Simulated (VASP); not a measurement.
BaTiO3: single point with PBE

Crystal: BaTiO3.

```
Ba Ti O
1.0
     3.98528    0.00000    0.00000
     0.00000    3.98528    0.00000
     0.00000    0.00000    4.20195
Ba Ti O
1 1 3
Cartesian
  0.0000 0.0000 -0.0448
  1.9926 1.9926 1.9837
  1.9926 1.9926 0.1717
  1.9926 0.0000 2.1866
  0.0000 1.9926 2.1866
```

```
Program             : VASP 6.6.1
Task                : single point
Functional          : PBE
Potentials or basis : VASP PAW PBE potentials, release 64 (Ba_sv, Ti_sv, O)
Cutoff              : 520 eV
k mesh              : 6 × 6 × 6
Occupations         : gaussian, width 0.05 eV
Spin                : no spin polarisation
```

* Pressure: 1.6 GPa
* Largest force: 0.081 eV/Å
* Band gap on the k mesh: 1.79 eV, indirect (least direct gap 2.36 eV)

Forces on the atoms (eV/Å):
```
Ba   0.000  0.000  0.048
Ti   0.000  0.000  0.081
O    0.000  0.000 -0.080
O    0.000  0.000 -0.025
O    0.000  0.000 -0.025
```

Levels at points of the mesh, in eV from the valence-band top:
| k point | band 16 | band 17 | band 18 | band 19 | band 20 | band 21 | band 22 | band 23 | band 24 | band 25 |
| --- | --- | --- | --- | --- | --- | --- | --- | --- | --- | --- |
| (0.00, 0.00, 0.00) | -1.74 | -1.33 | -0.94 | -0.57 | -0.57 | 1.79 | 2.43 | 2.43 | 4.00 | 4.21 |
| (0.50, 0.00, 0.00) | -1.99 | -1.97 | -1.72 | -1.59 | -1.35 | 2.51 | 3.42 | 3.52 | 4.07 | 5.47 |
| (0.50, 0.50, 0.00) | -2.99 | -2.04 | -1.17 | -1.17 | -0.06 | 3.56 | 3.56 | 3.90 | 4.08 | 7.42 |
| (0.00, 0.00, 0.50) | -2.18 | -2.07 | -2.00 | -0.74 | -0.74 | 1.91 | 3.43 | 3.43 | 4.00 | 5.83 |
| (0.50, 0.00, 0.50) | -2.62 | -1.86 | -1.18 | -1.09 | -0.53 | 3.44 | 3.47 | 3.70 | 4.77 | 7.01 |
| (0.50, 0.50, 0.50) | -2.64 | -2.64 | -0.46 | -0.46 | 0.00 | 3.94 | 3.94 | 4.06 | 5.93 | 6.34 |

It took 32 s on 1 thread of Intel(R) Xeon(R) 6975P-C (Granite Rapids), with other jobs on the host, peak memory 0.22 GiB.

Caveat: spin-orbit coupling is left out, which moves the levels of the heavy elements. A hybrid or GW would open this gap; PBE tends to underestimate it.
